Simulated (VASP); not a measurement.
# GaAs (F-43m) in VASP: a series of runs

Runs on GaAs. Level: LDA. Tasks: relaxation of cell and atoms.

All numbers are computed with VASP 6.6.1; they aren't measurements. Logs are shortened: lines on timing, memory, paths and dates and some standing lists are left out, and cuts for length are marked.

## Step 1: The cell of the first run

It takes space group F-43m (No. 216, cubic). Conventional cell: a = 5.603 Å, b = 5.603 Å, c = 5.603 Å, α = 90.00°, β = 90.00°, γ = 90.00°. Within 3.2 Å of Ga (site symmetry -43m) lie 4 As at 2.43 Å. As (site symmetry -43m) has 4 Ga at 2.43 Å within 3.2 Å.

## Step 2: Relaxation of cell and atoms, LDA, target pressure 4 GPa, at which the enthalpy is minimised

INCAR

```
SYSTEM = GaAs
PREC     = Accurate       ! precision mode
ENCUT    = 600            ! plane-wave cutoff, eV
EDIFF    = 1E-6           ! SCF threshold, eV
ISMEAR   = 0              ! smearing method
SIGMA    = 0.01           ! smearing width, eV
LREAL    = .False.        ! projectors in reciprocal space
LASPH    = .True.         ! aspherical terms in the spheres
NELM     = 100            ! most SCF steps
ALGO     = Normal         ! electronic algorithm
ISIF     = 3              ! what is computed and relaxed
LWAVE    = .False.        ! write WAVECAR
LCHARG   = .False.        ! write CHGCAR
IBRION   = 2              ! ionic algorithm
NSW      = 100            ! ionic steps
EDIFFG   = -0.002         ! ionic threshold
PSTRESS  = 40.0
```

KPOINTS

```
Automatic mesh
0
Gamma
  8 8 8
  0 0 0
```

POSCAR

```
GaAs
1.0
    0.0000000000      2.8014974874      2.8014974874
    2.8014974874      0.0000000000      2.8014974874
    2.8014974874      2.8014974874      0.0000000000
Ga As
1 1
Direct
    0.0000000000      0.0000000000      0.0000000000
    0.7500000000      0.7500000000      0.7500000000
```

Potentials or basis: VASP PAW LDA potentials, release 64 (Ga_d, As).

The run is started by

```sh
$ cat potpaw_LDA.64/Ga_d/POTCAR potpaw_LDA.64/As/POTCAR > POTCAR
$ mpirun -np 1 vasp_std > vasp.out
```

OUTCAR:

```text
SYSTEM = GaAs
   PREC = Accurate
   ENCUT = 600
   EDIFF = 1E-6
   ISMEAR = 0
   LREAL = .False.
   LASPH = .True.
   NELM = 100
   ISIF = 3
   IBRION = 2
   NSW = 100
   EDIFFG = -0.002
   PSTRESS = 40.0

 ion  position               nearest neighbor table
   1  0.000  0.000  0.000-   2 2.43   2 2.43   2 2.43   2 2.43
   2  0.750  0.750  0.750-   1 2.43   1 2.43   1 2.43   1 2.43

  LATTYP: Found a face centered cubic cell.
 ALAT       =     5.6029949748

  Lattice vectors:

 A1 = (   0.0000000000,   2.8014974874,   2.8014974874)
 A2 = (   2.8014974874,   0.0000000000,   2.8014974874)
 A3 = (   2.8014974874,   2.8014974874,   0.0000000000)

Analysis of symmetry for initial positions (statically):
=====================================================================
 Subroutine PRICEL returns:
 Original cell was already a primitive cell.

 Routine SETGRP: Setting up the symmetry group for a
 face centered cubic supercell.

 Subroutine GETGRP returns: Found 24 space group operations
 (whereof 24 operations were pure point group operations)
 out of a pool of 48 trial point group operations.

The static configuration has the point symmetry T_d .

Analysis of symmetry for dynamics (positions and initial velocities):
=====================================================================
 Subroutine PRICEL returns:
 Original cell was already a primitive cell.

 Routine SETGRP: Setting up the symmetry group for a
 face centered cubic supercell.

 Subroutine GETGRP returns: Found 24 space group operations
 (whereof 24 operations were pure point group operations)
 out of a pool of 48 trial point group operations.

The dynamic configuration has the point symmetry T_d .

 Subroutine INISYM returns: Found 24 space group operations
 (whereof 24 operations are pure point group operations),
 and found     1 'primitive' translations

----------------------------------------------------------------------------------------

                                     Primitive cell

  volume of cell :      43.9745

  direct lattice vectors                    reciprocal lattice vectors
     0.000000000  2.801497487  2.801497487    -0.178475977  0.178475977  0.178475977
     2.801497487  0.000000000  2.801497487     0.178475977 -0.178475977  0.178475977
     2.801497487  2.801497487  0.000000000     0.178475977  0.178475977 -0.178475977

  length of vectors
     3.961915742  3.961915742  3.961915742     0.309129459  0.309129459  0.309129459

  position of ions in fractional coordinates (direct lattice)
     0.000000000  0.000000000  0.000000000
     0.750000000  0.750000000  0.750000000

  ion indices of the primitive-cell ions
   primitive index   ion index
                 1           1
                 2           2

----------------------------------------------------------------------------------------

 KPOINTS: Automatic mesh

Automatic generation of k-mesh.
 Grid dimensions read from file:
 generate k-points for:    8    8    8

 Generating k-lattice:

  Cartesian coordinates                     Fractional coordinates (reciprocal lattice)
    -0.022309497  0.022309497  0.022309497     0.125000000  0.000000000  0.000000000
     0.022309497 -0.022309497  0.022309497     0.000000000  0.125000000  0.000000000
     0.022309497  0.022309497 -0.022309497     0.000000000  0.000000000  0.125000000

  Length of vectors
     0.038641182  0.038641182  0.038641182

  Shift w.r.t. Gamma in fractional coordinates (k-lattice)
     0.000000000  0.000000000  0.000000000

 Subroutine IBZKPT returns following result:
 ===========================================

 Found     29 irreducible k-points:

 Following reciprocal coordinates:
            Coordinates               Weight
  0.000000  0.000000  0.000000      1.000000
  0.125000  0.000000  0.000000      8.000000
  0.250000  0.000000  0.000000      8.000000
  0.375000  0.000000  0.000000      8.000000
  0.500000  0.000000  0.000000      4.000000
  0.125000  0.125000  0.000000      6.000000
[... 16 lines left out ...]
  0.500000  0.250000  0.125000     48.000000
 -0.375000  0.250000  0.125000     24.000000
 [... further k-points ...]
   k-points           NKPTS =     29   k-points in BZ     NKDIM =     29   number of bands    NBANDS=     13
   number of dos      NEDOS =    301   number of ions     NIONS =      2
   total plane-waves  NPLWV =  32768
   dimension x,y,z NGX =    32 NGY =   32 NGZ =   32
   dimension x,y,z NGXF=    64 NGYF=   64 NGZF=   64
   ions per type =               1   1
   NGX,Y,Z   is equivalent  to a cutoff of  13.43, 13.43, 13.43 a.u.
   NGXF,Y,Z  is equivalent  to a cutoff of  26.86, 26.86, 26.86 a.u.
 SYSTEM =  GaAs
   PREC   = accura    normal or accurate (medium, high low for compatibility)
   ISTART =      0    job   : 0-new  1-cont  2-samecut
   ICHARG =      2    charge: 1-file 2-atom 10-const
   ISPIN  =      1    spin polarized calculation?
   LNONCOLLINEAR =      F non collinear calculations
   LSORBIT =      F    spin-orbit coupling
   LASPH  =      T    aspherical Exc in radial PAW
   ENCUT  =  600.0 eV  44.10 Ry    6.64 a.u.   7.91  7.91  7.91*2*pi/ulx,y,z
   NELM   =    100;   NELMIN=  2; NELMDL= -5     # of ELM steps
   EDIFF  = 0.1E-05   stopping-criterion for ELM
   LREAL  =      F    real-space projection
   EDIFFG = -.2E-02   stopping-criterion for IOM
   NSW    =    100    number of steps for IOM
   IBRION =      2    ionic relax: 0-MD 1-quasi-New 2-CG
   NFREE  =      1    steps in history (QN), initial steepest desc. (CG)
   ISIF   =      3    stress and relaxation
   ISYM   =      2    0-nonsym 1-usesym 2-fastsym
   POTIM  = 0.5000    time-step for ionic-motion
   TEBEG  =    0.0;   TEEND  =   0.0 temperature during run
   PSTRESS=   40.0 pullay stress
   NELECT =      18.0000    total number of electrons
   NUPDOWN=      -1.0000    fix difference up-down
   EMIN   =  10.00;   EMAX   =-10.00  energy-range for DOS
   EFERMI =   0.00;   METHOD = LEGACY
   ISMEAR =     0;   SIGMA  =   0.01  broadening in eV -4-tet -1-fermi 0-gaus
   EFERMI_NEDOS =   21; number of points for ismear=-14 and -15
   IALGO  =     38    algorithm
   IMIX   =      4    mixing-type and parameters
     AMIX     =   0.40;   BMIX     =  1.00
     AMIX_MAG =   1.60;   BMIX_MAG =  1.00
  volume/ion in A,a.u.               =      21.99       148.38
  Fermi-wavevector in a.u.,A,eV,Ry     =   1.215529  2.297017 20.102764  1.477511
  Thomas-Fermi vector in A             =   2.350913
   LORBIT       =      0    0 simple, 1 ext, 2 COOP (PROOUT), +10 PAW based schemes
   GGA     = CA    functional components
   LHFCALC =     F    Hartree Fock is set to
   AEXX    =    0.0000 exact exchange contribution
   IVDW    =     0    specifies the selected vdW correction
   LEPSILON=     F    determine dielectric tensor
   LRPA    =     F    only Hartree local field effects (RPA)
 conjugate gradient relaxation of ions
 non-spin polarized calculation
 Gauss-broadening in eV      SIGMA  =   0.01
  energy-cutoff  :      600.00
  volume of cell :       43.97
 maximum number of plane-waves:      1480
   NGX = 15   NGY = 15   NGZ = 15

--------------------------------------- Ionic step        1  -------------------------------------------

 number of electron      18.0000004 magnetization

 Free energy of the ion-electron system (eV)
  ---------------------------------------------------
  ext. energy  EPLUGINS =         0.00000000
  ---------------------------------------------------
  free energy    TOTEN  =        -9.63672320 eV

  energy without entropy =       -9.63672320  energy(sigma->0) =       -9.63672320

------------------------ aborting loop because EDIFF is reached ----------------------------------------

  FORCE on cell =-STRESS in cart. coord.  units (eV):
  Direction    XX          YY          ZZ          XY          YZ          ZX
  --------------------------------------------------------------------------------------
  -------------------------------------------------------------------------------------
  Total        0.0769700      0.0769700      0.0769700     -0.0000000      0.0000000     -0.0000000
  in kB        2.8043441      2.8043441      2.8043441     -0.0000000      0.0000000     -0.0000000
  external PRESSURE =     -37.1956559 kB  Pullay stress =      40.0000000 kB
[... 289 lines left out ...]
  enthalpy is  TOTEN    =        -8.5617628814 eV   P V=        1.0505099144

--------------------------------------- Ionic step        9  -------------------------------------------

 number of electron      17.9999991 magnetization

 Free energy of the ion-electron system (eV)
  ---------------------------------------------------
  ext. energy  EPLUGINS =         0.00000000
  ---------------------------------------------------
  free energy    TOTEN  =        -9.61235227 eV

  energy without entropy =       -9.61235227  energy(sigma->0) =       -9.61235227

 E-fermi :   4.5994     XC(G=0): -10.2289

 val. band max:        4.5078493625   @ k =   0.0000   0.0000   0.0000
 cond. band min:       5.3853352038   @ k =   0.0000   0.0000   0.0000
 fundamental gap:      0.8774858413
 Fermi energy:         4.5994123273

 k-point     1 :       0.0000    0.0000    0.0000
  band No.  band energies     occupation
      1     -10.5707      2.00000
      2     -10.5707      2.00000
      3     -10.5707      2.00000
      4     -10.4738      2.00000
      5     -10.4738      2.00000
      6      -8.7905      2.00000
      7       4.5078      2.00000
      8       4.5078      2.00000
      9       4.5078      2.00000
     10       5.3853      0.00000
     11       8.1940      0.00000
     12       8.1940      0.00000
     13       8.1940      0.00000
[... 353 lines left out ...]
 k-point    24 :      -0.3750    0.2500    0.1250
  band No.  band energies     occupation
      1     -10.6818      2.00000
      2     -10.5401      2.00000
      3     -10.5303      2.00000
      4     -10.4798      2.00000
      5     -10.4697      2.00000
      6      -6.4117      2.00000
      7      -2.3808      2.00000
      8       0.9713      2.00000
      9       2.3538      2.00000
     10       7.6583      0.00000
     11       8.5595      0.00000
     12      11.0247      0.00000
     13      12.4017      0.00000

 [... further k-points ...]

------------------------ aborting loop because EDIFF is reached ----------------------------------------

  FORCE on cell =-STRESS in cart. coord.  units (eV):
  Direction    XX          YY          ZZ          XY          YZ          ZX
  --------------------------------------------------------------------------------------
  -------------------------------------------------------------------------------------
  Total        1.0534396      1.0534396      1.0534396     -0.0000000      0.0000000      0.0000000
  in kB       40.1085118     40.1085118     40.1085118     -0.0000000      0.0000000      0.0000000
  external PRESSURE =       0.1085118 kB  Pullay stress =      40.0000000 kB
[... 17 lines left out ...]
  FREE ENERGIE OF THE ION-ELECTRON SYSTEM (eV)
  ---------------------------------------------------
  free  energy   TOTEN  =        -9.6123522658 eV

  energy  without entropy=       -9.6123522658  energy(sigma->0) =       -9.61235227

  enthalpy is  TOTEN    =        -8.5617627151 eV   P V=        1.0505895507

 reached required accuracy - stopping structural energy minimisation
```

Wall time 50 s (1 thread of Intel Xeon Platinum 8559C (Emerald Rapids), shared host); peak memory 0.17 GiB.

What came out:

```yaml
Free_energy: -9.6124 eV
Relaxed_volume: 21.04 Å³/atom
Relaxed_cell: a = 3.904 Å, b = 3.904 Å, c = 3.904 Å, α = 60.00°, β = 60.00°, γ = 60.00°
Space_group_after_relaxing_to_0.05_Å: F-43m (No. 216)
Energy_change_on_relaxing_the_enthalpy_is_what_falls: +12.2 meV/atom
Ionic_steps: 9
Pressure_after_relaxing: 4.0 GPa
Band_gap_on_the_k_mesh: 0.88 eV, direct
```

Step by step:
```
step  energy change (eV)  largest force (eV/Å)  pressure (GPa)  volume (Å³)
   1              0.0000                0.0000            0.28        43.97
   2              0.0679                0.0000            6.94        40.81
   3              0.0243                0.0000            3.96        42.08
   4              0.0252                0.0000            4.09        42.05
   5              0.0235                0.0000            3.90        42.11
   6              0.0246                0.0000            4.04        42.07
   7              0.0243                0.0000            3.95        42.08
   8              0.0245                0.0000            4.05        42.08
   9              0.0244                0.0000            4.01        42.08
```

Final structure:
```
Ga As
1.0
     0.00000    2.76069    2.76069
     2.76069    0.00000    2.76069
     2.76069    2.76069    0.00000
Ga As
1 1
Direct
  0.00000 0.00000 0.00000
  0.75000 0.75000 0.75000
```

Caveat: the cell is relaxed towards a set pressure, so the enthalpy falls and the energy may rise. Zero-point motion and thermal expansion aren't in these numbers.

## Step 3: Relaxation of cell and atoms, LDA, target pressure 7 GPa, at which the enthalpy is minimised

INCAR

```
PREC = Accurate
ENCUT = 600
EDIFF = 1E-7
ISMEAR = 0
SIGMA = 0.01
LREAL = False
LASPH = True
NELM = 60
ALGO = Normal
ISIF = 3
LWAVE = False
LCHARG = False
IBRION = 2
NSW = 100
EDIFFG = -0.002
PSTRESS = 70.0
```

KPOINTS

```
regular mesh
0
Gamma
  8 8 8
```

POSCAR is that of step 2.

Potentials or basis: VASP PAW LDA potentials, release 64 (Ga_d, As).

The run is started by

```sh
$ cat potpaw_LDA.64/Ga_d/POTCAR potpaw_LDA.64/As/POTCAR > POTCAR
$ mpirun -np 1 vasp_std > vasp.out
```

It took 50 s on 1 thread of Intel Xeon Platinum 8559C (Emerald Rapids), shared host; peak memory 0.17 GiB.

The run converged. Its results:

```yaml
Free_energy: -9.5693 eV
Relaxed_volume: 20.41 Å³/atom
Relaxed_cell: a = 3.865 Å, b = 3.865 Å, c = 3.865 Å, α = 60.00°, β = 60.00°, γ = 60.00°
Space_group_after_relaxing_to_0.05_Å: F-43m (No. 216)
Energy_change_on_relaxing_the_enthalpy_is_what_falls: +33.7 meV/atom
Ionic_steps: 6
Pressure_after_relaxing: 7.0 GPa
Band_gap_on_the_k_mesh: 1.12 eV, direct
```

Step by step:
```csv
step,energy change (eV),largest force (eV/Å),pressure (GPa),volume (Å³)
1,0.0000,0.0000,0.29,43.97
2,0.2276,0.0000,14.41,38.37
3,0.0663,0.0000,6.92,40.84
4,0.0690,0.0000,7.11,40.78
5,0.0658,0.0000,6.88,40.85
6,0.0674,0.0000,7.00,40.82
```

Final structure:
```cif
data_structure
_symmetry_space_group_name_H-M 'P 1'
_symmetry_Int_Tables_number 1
_cell_length_a 3.8647
_cell_length_b 3.8647
_cell_length_c 3.8647
_cell_angle_alpha 60.000
_cell_angle_beta 60.000
_cell_angle_gamma 60.000
_cell_volume 40.82
loop_
_atom_site_label
_atom_site_type_symbol
_atom_site_fract_x
_atom_site_fract_y
_atom_site_fract_z
_atom_site_occupancy
Ga1 Ga 0.00000 0.00000 0.00000 1
As1 As 0.75000 0.75000 0.75000 1
```

Levels at points of the mesh, in eV from the valence-band top:
```
           k point  band 6  band 7  band 8  band 9  band 10  band 11  band 12  band 13
(0.00, 0.00, 0.00)  -13.54    0.00    0.00    0.00     1.12     3.69     3.69     3.69
(0.50, 0.00, 0.00)  -11.44   -7.29   -1.31   -1.31     1.16     4.60     4.60     7.64
(0.50, 0.50, 0.00)  -10.56   -7.38   -3.07   -3.07     1.14     1.48    10.87    10.87
```

Caveat: the cell is relaxed towards a set pressure, so the enthalpy falls and the energy may rise. Zero-point motion and thermal expansion aren't in these numbers.
